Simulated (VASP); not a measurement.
Here is a VASP 6.6.1 calculation.

Contents of INCAR:

```
PREC = Accurate ; ENCUT = 600
EDIFF = 1E-6 ; ISMEAR = 0
SIGMA = 0.1 ; LREAL = False
LASPH = True ; NELM = 120
ALGO = Normal ; ISIF = 2
LWAVE = False ; LCHARG = True
GGA = PE ; LELF = True
LVHAR = True ; NBANDS = 63
GGA_COMPAT = False
```

KPOINTS

```
regular mesh
0
Gamma
  6 6 1
```

POSCAR

```
Sr2TlO3
1.0
    3.6662376534      0.0000000000      0.0000000000
   -1.8331188267      3.1750549441      0.0000000000
    0.0000000000      0.0000000000     17.8656449024
Sr Tl O
4 2 6
Direct
    0.3333333333      0.6666666667      0.9155412780
    0.6666666667      0.3333333333      0.4155412780
    0.6666666667      0.3333333333      0.0844587220
    0.3333333333      0.6666666667      0.5844587220
    0.0000000000      0.0000000000      0.2500000000
    0.0000000000      0.0000000000      0.7500000000
    0.0000000000      0.0000000000      0.5000000000
    0.0000000000      0.0000000000      0.0000000000
    0.3333333333      0.6666666667      0.3369930031
    0.6666666667      0.3333333333      0.8369930031
    0.6666666667      0.3333333333      0.6630069969
    0.3333333333      0.6666666667      0.1630069969
```

Potentials or basis: VASP PAW PBE potentials, release 64 (Sr_sv, Tl_d, O).

Command:

```console
$ cat potpaw_PBE.64/Sr_sv/POTCAR potpaw_PBE.64/Tl_d/POTCAR potpaw_PBE.64/O/POTCAR > POTCAR
$ mpirun -np 1 vasp_std > vasp.out
```

Question: Predict the largest force.

Answer: 0.056 eV/Å.

Question: Predict the band gap on the k mesh.

Answer: Zero (bands 51 and 52 overlap by 0.74 eV).

Forces on the atoms (eV/Å):
```
Sr   0.000  0.000  0.031
Sr   0.000  0.000  0.031
Sr   0.000  0.000 -0.031
Sr   0.000  0.000 -0.031
Tl   0.000  0.000  0.000
Tl   0.000  0.000  0.000
O    0.000  0.000  0.000
O    0.000  0.000  0.000
O    0.000  0.000 -0.056
O    0.000  0.000 -0.056
O    0.000  0.000  0.056
O    0.000  0.000  0.056
```

Caveat: spin-orbit coupling is left out, which moves the levels of the heavy elements.
